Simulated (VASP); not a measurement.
# LiH5 (Cmmm) in VASP: a series of runs

Runs on LiH5. Level: PBE. Tasks: single point, relaxation of cell and atoms.

Everything below comes from runs of VASP 6.6.1. Logs are shortened: lines on timing, memory, paths and dates and some standing lists are left out, and cuts for length are marked.

**1. The cell of the first run**

The structure is orthorhombic, space group Cmmm (No. 65). The conventional cell has a = 2.170 Å, b = 9.309 Å, c = 3.613 Å, α = 90.00°, β = 90.00°, γ = 90.00°. Within 2.8 Å of Li (site symmetry mmm) lie 16 H at 2.11 to 2.72 Å and 2 Li at 2.17 Å. Within 1.5 Å of H (site symmetry m) lie 2 H at 1.09 Å. Within 2.8 Å of H (site symmetry mmm) lie 4 Li at 2.11 Å and 14 H at 2.17 to 2.72 Å.

The cell was generated, and may not be a known phase.

**2. Single point, PBE**

Input file INCAR:

```
SYSTEM = LiH5
ALGO = Normal
EDIFF = 1E-6
ENCUT = 750
GGA = PE
GGA_COMPAT = .FALSE.
ISIF = 2
ISMEAR = 0
LASPH = .TRUE.
LCHARG = .TRUE.
LELF = .TRUE.
LREAL = .FALSE.
LVHAR = .TRUE.
LWAVE = .FALSE.
NBANDS = 13
NELM = 120
PREC = Accurate
SIGMA = 0.1
```

Input file KPOINTS:

```
k-points
0
G
  18 18 10
  0 0 0
```

Input file POSCAR:

```
LiH5
1.0
    1.0847818416     -4.6547067980      0.0000000000
    1.0847818416      4.6547067980      0.0000000000
    0.0000000000      0.0000000000      3.6126941527
Li H
1 5
Direct
    0.5000000000      0.5000000000      0.5000000000
    0.7514035632      0.2485964368      0.7573392624
    0.2485964368      0.7514035632      0.2426607376
    0.2485964368      0.7514035632      0.7573392624
    0.7514035632      0.2485964368      0.2426607376
    0.0000000000      0.0000000000      0.0000000000
```

Potentials or basis: VASP PAW PBE potentials, release 64 (Li_sv, H).

Started as:

```
cat potpaw_PBE.64/Li_sv/POTCAR potpaw_PBE.64/H/POTCAR > POTCAR
mpirun -np 1 vasp_std > vasp.out
```

OUTCAR:

```text
SYSTEM = LiH5
   EDIFF = 1E-6
   ENCUT = 750
   GGA = PE
   ISIF = 2
   ISMEAR = 0
   LASPH = .TRUE.
   LREAL = .FALSE.
   NELM = 120
   PREC = Accurate

 ion  position               nearest neighbor table
   1  0.500  0.500  0.500-
   2  0.751  0.249  0.757-
   3  0.249  0.751  0.243-
   4  0.249  0.751  0.757-
   5  0.751  0.249  0.243-
   6  0.000  0.000  0.000-

  LATTYP: Found a base centered orthorhombic cell.
 ALAT       =     2.1695636832
 B/A-ratio  =     4.2909151126
 C/A-ratio  =     1.6651708271

  Lattice vectors:

 A1 = (   1.0847818416,  -4.6547067980,   0.0000000000)
 A2 = (   1.0847818416,   4.6547067980,   0.0000000000)
 A3 = (   0.0000000000,   0.0000000000,   3.6126941527)

Analysis of symmetry for initial positions (statically):
=====================================================================
 Subroutine PRICEL returns:
 Original cell was already a primitive cell.

 Routine SETGRP: Setting up the symmetry group for a
 base centered orthorhombic supercell.

 Subroutine GETGRP returns: Found  8 space group operations
 (whereof  8 operations were pure point group operations)
 out of a pool of  8 trial point group operations.

The static configuration has the point symmetry D_2h.

Analysis of symmetry for dynamics (positions and initial velocities):
=====================================================================
 Subroutine PRICEL returns:
 Original cell was already a primitive cell.

 Routine SETGRP: Setting up the symmetry group for a
 base centered orthorhombic supercell.

 Subroutine GETGRP returns: Found  8 space group operations
 (whereof  8 operations were pure point group operations)
 out of a pool of  8 trial point group operations.

The dynamic configuration has the point symmetry D_2h.

 Subroutine INISYM returns: Found  8 space group operations
 (whereof  8 operations are pure point group operations),
 and found     1 'primitive' translations

----------------------------------------------------------------------------------------

                                     Primitive cell

  volume of cell :      36.4835

  direct lattice vectors                    reciprocal lattice vectors
     1.084781842 -4.654706798  0.000000000     0.460922170 -0.107418151  0.000000000
     1.084781842  4.654706798  0.000000000     0.460922170  0.107418151  0.000000000
     0.000000000  0.000000000  3.612694153     0.000000000  0.000000000  0.276801732

  length of vectors
     4.779440032  4.779440032  3.612694153     0.473273606  0.473273606  0.276801732

  position of ions in fractional coordinates (direct lattice)
     0.500000000  0.500000000  0.500000000
     0.751403563  0.248596437  0.757339262
     0.248596437  0.751403563  0.242660738
     0.248596437  0.751403563  0.757339262
     0.751403563  0.248596437  0.242660738
     0.000000000  0.000000000  0.000000000

  ion indices of the primitive-cell ions
   primitive index   ion index
                 1           1
                 2           2
                 3           3
                 4           4
                 5           5
                 6           6

----------------------------------------------------------------------------------------

 KPOINTS: k-points

Automatic generation of k-mesh.
 Grid dimensions read from file:
 generate k-points for:   18   18   10

 Generating k-lattice:

  Cartesian coordinates                     Fractional coordinates (reciprocal lattice)
     0.025606787 -0.005967675  0.000000000     0.055555556  0.000000000  0.000000000
     0.025606787  0.005967675  0.000000000     0.000000000  0.055555556  0.000000000
     0.000000000  0.000000000  0.027680173     0.000000000  0.000000000  0.100000000

  Length of vectors
     0.026292978  0.026292978  0.027680173

  Shift w.r.t. Gamma in fractional coordinates (k-lattice)
     0.000000000  0.000000000  0.000000000

 Subroutine IBZKPT returns following result:
 ===========================================

 Found    546 irreducible k-points:

 Following reciprocal coordinates:
            Coordinates               Weight
  0.000000  0.000000  0.000000      1.000000
  0.055556 -0.000000  0.000000      4.000000
  0.111111 -0.000000  0.000000      4.000000
  0.166667  0.000000  0.000000      4.000000
  0.222222 -0.000000  0.000000      4.000000
  0.277778  0.000000  0.000000      4.000000
[... 16 lines left out ...]
 -0.277778  0.055556  0.000000      4.000000
 -0.222222  0.055556  0.000000      4.000000
 [... further k-points ...]
   k-points           NKPTS =    546   k-points in BZ     NKDIM =    546   number of bands    NBANDS=     13
   number of dos      NEDOS =    301   number of ions     NIONS =      6
   total plane-waves  NPLWV =  73728
   dimension x,y,z NGX =    48 NGY =   48 NGZ =   32
   dimension x,y,z NGXF=    96 NGYF=   96 NGZF=   64
   ions per type =               1   5
   NGX,Y,Z   is equivalent  to a cutoff of  16.70, 16.70, 14.73 a.u.
   NGXF,Y,Z  is equivalent  to a cutoff of  33.39, 33.39, 29.45 a.u.
 SYSTEM =  LiH5
   PREC   = accura    normal or accurate (medium, high low for compatibility)
   ISTART =      0    job   : 0-new  1-cont  2-samecut
   ICHARG =      2    charge: 1-file 2-atom 10-const
   ISPIN  =      1    spin polarized calculation?
   LNONCOLLINEAR =      F non collinear calculations
   LSORBIT =      F    spin-orbit coupling
   LASPH  =      T    aspherical Exc in radial PAW
   ENCUT  =  750.0 eV  55.12 Ry    7.42 a.u.  10.67 10.67  8.07*2*pi/ulx,y,z
   NELM   =    120;   NELMIN=  2; NELMDL= -5     # of ELM steps
   EDIFF  = 0.1E-05   stopping-criterion for ELM
   LREAL  =      F    real-space projection
   EDIFFG = 0.1E-04   stopping-criterion for IOM
   NSW    =      0    number of steps for IOM
   IBRION =     -1    ionic relax: 0-MD 1-quasi-New 2-CG
   NFREE  =      0    steps in history (QN), initial steepest desc. (CG)
   ISIF   =      2    stress and relaxation
   ISYM   =      2    0-nonsym 1-usesym 2-fastsym
   POTIM  = 0.5000    time-step for ionic-motion
   TEBEG  =    0.0;   TEEND  =   0.0 temperature during run
   PSTRESS=    0.0 pullay stress
   NELECT =       8.0000    total number of electrons
   NUPDOWN=      -1.0000    fix difference up-down
   EMIN   =  10.00;   EMAX   =-10.00  energy-range for DOS
   EFERMI =   0.00;   METHOD = LEGACY
   ISMEAR =     0;   SIGMA  =   0.10  broadening in eV -4-tet -1-fermi 0-gaus
   EFERMI_NEDOS =   21; number of points for ismear=-14 and -15
   IALGO  =     38    algorithm
   IMIX   =      4    mixing-type and parameters
     AMIX     =   0.40;   BMIX     =  1.00
     AMIX_MAG =   1.60;   BMIX_MAG =  1.00
  volume/ion in A,a.u.               =       6.08        41.03
  Fermi-wavevector in a.u.,A,eV,Ry     =   0.987202  1.865542 13.259809  0.974568
  Thomas-Fermi vector in A             =   2.118639
   LORBIT       =      0    0 simple, 1 ext, 2 COOP (PROOUT), +10 PAW based schemes
   GGA     = PE    functional components
   LHFCALC =     F    Hartree Fock is set to
   AEXX    =    0.0000 exact exchange contribution
   IVDW    =     0    specifies the selected vdW correction
   LEPSILON=     F    determine dielectric tensor
   LRPA    =     F    only Hartree local field effects (RPA)
 non-spin polarized calculation
 Gauss-broadening in eV      SIGMA  =   0.10
  energy-cutoff  :      750.00
  volume of cell :       36.48
 maximum number of plane-waves:      1730
 NGX is ok and might be reduce to    48
   NGX = 21   NGY = 21   NGZ = 17

 number of electron       7.9999999 magnetization

 Free energy of the ion-electron system (eV)
  ---------------------------------------------------
  ext. energy  EPLUGINS =         0.00000000
  ---------------------------------------------------
  free energy    TOTEN  =       -16.14654888 eV

  energy without entropy =      -16.14401744  energy(sigma->0) =      -16.14528316

 E-fermi :   0.6412     XC(G=0):  -8.4341

 val. band max:        0.6380362138   @ k =   0.2222   0.1667   0.0000
 cond. band min:       0.6577571592   @ k =   0.2778   0.1111   0.4000
 fundamental gap:      0.0197209454
 Fermi energy:         0.6411691794

 k-point     1 :       0.0000    0.0000    0.0000
  band No.  band energies     occupation
      1     -46.5252      2.00000
      2     -11.1888      2.00000
      3      -4.3814      2.00000
      4      -3.1892      2.00000
      5       1.5008      0.00000
      6       5.8833      0.00000
      7       6.7784      0.00000
      8      11.1392      0.00000
      9      12.9614      0.00000
     10      13.1178      0.00000
     11      16.9108      0.00000
     12      19.3686      0.00000
     13      19.5017      0.00000

 k-point     2 :       0.0556   -0.0000    0.0000
  band No.  band energies     occupation
      1     -46.5202      2.00000
      2     -11.0915      2.00000
      3      -4.2844      2.00000
      4      -3.1257      2.00000
      5       1.6215      0.00000
      6       5.9580      0.00000
      7       6.8661      0.00000
      8      11.1220      0.00000
      9      13.0832      0.00000
     10      13.2343      0.00000
     11      15.6646      0.00000
     12      18.6748      0.00000
     13      19.7756      0.00000

 k-point     3 :       0.1111   -0.0000    0.0000
  band No.  band energies     occupation
      1     -46.5059      2.00000
      2     -10.7995      2.00000
      3      -3.9933      2.00000
      4      -2.9358      2.00000
      5       1.9820      0.00000
      6       6.1784      0.00000
      7       7.1299      0.00000
      8      11.0821      0.00000
      9      13.0600      0.00000
     10      13.4476      0.00000
     11      13.6965      0.00000
     12      17.3888      0.00000
     13      19.1294      0.00000

 k-point     4 :       0.1667    0.0000    0.0000
  band No.  band energies     occupation
      1     -46.4838      2.00000
      2     -10.3130      2.00000
      3      -3.5084      2.00000
      4      -2.6237      2.00000
      5       2.5777      0.00000
      6       6.5302      0.00000
      7       7.5710      0.00000
      8      10.4108      0.00000
      9      11.0431      0.00000
     10      14.0501      0.00000
     11      14.1657      0.00000
     12      15.7845      0.00000
     13      16.6719      0.00000

 k-point     5 :       0.2222   -0.0000    0.0000
  band No.  band energies     occupation
      1     -46.4567      2.00000
      2      -9.6321      2.00000
      3      -2.8302      2.00000
      4      -2.1987      2.00000
      5       3.4011      0.00000
      6       6.9740      0.00000
      7       7.7535      0.00000
      8       8.1911      0.00000
      9      11.0270      0.00000
     10      13.8859      0.00000
     11      14.1168      0.00000
     12      14.9353      0.00000
     13      15.1299      0.00000
[... 257 lines left out ...]
 k-point    22 :      -0.3333    0.0556    0.0000
  band No.  band energies     occupation
      1     -46.4277      2.00000
      2      -8.7395      2.00000
      3      -1.9509      2.00000
      4      -1.8475      2.00000
      5       4.8592      0.00000
      6       5.1891      0.00000
      7       7.5577      0.00000
      8       8.8364      0.00000
      9      10.7719      0.00000
     10      11.6920      0.00000
     11      12.3134      0.00000
     12      16.3519      0.00000
     13      16.4867      0.00000

 k-point    23 :      -0.2778    0.0556    0.0000
  band No.  band energies     occupation
      1     -46.4567      2.00000
      2      -9.6177      2.00000
      3      -2.8228      2.00000
      4      -2.3585      2.00000
      5       3.7830      0.00000
      6       7.0104      0.00000
      7       7.7503      0.00000
      8       8.0476      0.00000
      9      10.7285      0.00000
     10      13.6235      0.00000
     11      14.1203      0.00000
     12      15.3536      0.00000
     13      15.6001      0.00000

 k-point    24 :      -0.2222    0.0556    0.0000
  band No.  band energies     occupation
      1     -46.4838      2.00000
      2     -10.3016      2.00000
      3      -3.5022      2.00000
      4      -2.7676      2.00000
      5       2.9022      0.00000
      6       6.5552      0.00000
      7       7.4458      0.00000
      8      10.3954      0.00000
      9      10.7386      0.00000
     10      14.2214      0.00000
     11      14.4013      0.00000
     12      15.7481      0.00000
     13      16.6690      0.00000

 [... further k-points ...]

------------------------ aborting loop because EDIFF is reached ----------------------------------------

  FORCE on cell =-STRESS in cart. coord.  units (eV):
  Direction    XX          YY          ZZ          XY          YZ          ZX
  --------------------------------------------------------------------------------------
  -------------------------------------------------------------------------------------
  Total       -0.0358395     -0.0167350     -0.0121752      0.0000000      0.0000000      0.0000000
  in kB       -1.5738979     -0.7349211     -0.5346750      0.0000000      0.0000000      0.0000000
  external PRESSURE =      -0.9478314 kB  Pullay stress =       0.0000000 kB

 VOLUME and BASIS-vectors are now :
 -----------------------------------------------------------------------------
  energy-cutoff  :      750.00
  volume of cell :       36.48
      direct lattice vectors                 reciprocal lattice vectors
     1.084781842 -4.654706798  0.000000000     0.460922170 -0.107418151  0.000000000
     1.084781842  4.654706798  0.000000000     0.460922170  0.107418151  0.000000000
     0.000000000  0.000000000  3.612694153     0.000000000  0.000000000  0.276801732

 POSITION                                       TOTAL-FORCE (eV/Angst)
 -----------------------------------------------------------------------------------
      1.08478      0.00000      1.80635         0.000000     -0.000000      0.000000
      1.08478     -2.34042      2.73604        -0.000000      0.000149     -0.000255
      1.08478      2.34042      0.87666        -0.000000     -0.000149      0.000255
      1.08478      2.34042      2.73604        -0.000000     -0.000149     -0.000255
      1.08478     -2.34042      0.87666        -0.000000      0.000149      0.000255
      0.00000      0.00000      0.00000        -0.000000     -0.000000      0.000000
 -----------------------------------------------------------------------------------
    total drift:                               -0.000000     -0.000000     -0.000000

  FREE ENERGIE OF THE ION-ELECTRON SYSTEM (eV)
  ---------------------------------------------------
  free  energy   TOTEN  =       -16.1465488844 eV

  energy  without entropy=      -16.1440174435  energy(sigma->0) =      -16.14528316
```

Run time: 5.7 min. Hardware: 1 thread of AMD EPYC 9R45 (Zen 5), shared host; peak memory 0.48 GiB.

Results:

| Item | Value |
| --- | --- |
| Free energy | -16.1465 eV |
| Pressure | -0.1 GPa |
| Band gap on the k mesh | zero (bands 4 and 5 overlap by 1.66 eV) |

(Continued in part 2 of 2.)

The gap in the log of VASP goes by the Fermi energy; the results here count the filled bands.